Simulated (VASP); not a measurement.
# AgCl: single point with PBE

Crystal: AgCl.

```
Ag Cl
1.0
     0.00000    2.82754    2.82754
     2.82754    0.00000    2.82754
     2.82754    2.82754    0.00000
Ag Cl
1 1
Direct
  0.50000 0.50000 0.50000
  0.00000 0.00000 0.00000
```

This cell differs from its parent crystal: volume scaled by 1.06.

```json
{
  "Program": "VASP 6.6.1",
  "Task": "single point",
  "Functional": "PBE",
  "Potentials or basis": "VASP PAW PBE potentials, release 64 (Ag, Cl)",
  "Cutoff": "520 eV",
  "k mesh": "8 × 8 × 8",
  "Occupations": "fermi-dirac, width 0.02 eV",
  "Spin": "no spin polarisation",
  "Dipole correction": "no",
  "Further INCAR settings": "ALGO = Normal; EDIFF = 1e-06; NBANDS = 16"
}
```

The pressure is -1.0 GPa and the band gap on the k mesh is 0.93 eV, indirect (least direct gap 3.01 eV).

Levels at points of the mesh, in eV from the valence-band top:
```tsv
k point	band 6	band 7	band 8	band 9	band 10	band 11	band 12	band 13
(0.00, 0.00, 0.00)	-2.18	-2.09	-2.09	-2.09	0.93	10.88	10.88	10.88
(0.50, 0.00, 0.00)	-1.90	-1.62	0.00	0.00	4.40	6.23	7.77	7.77
(0.50, 0.50, 0.00)	-2.02	-1.80	-1.80	-1.75	2.47	8.11	8.45	11.22
```

Run time: 8.8 s on 1 thread of Intel(R) Xeon(R) 6975P-C (Granite Rapids) (shared host), peak memory 0.17 GiB.

 A k mesh can miss the band edges.
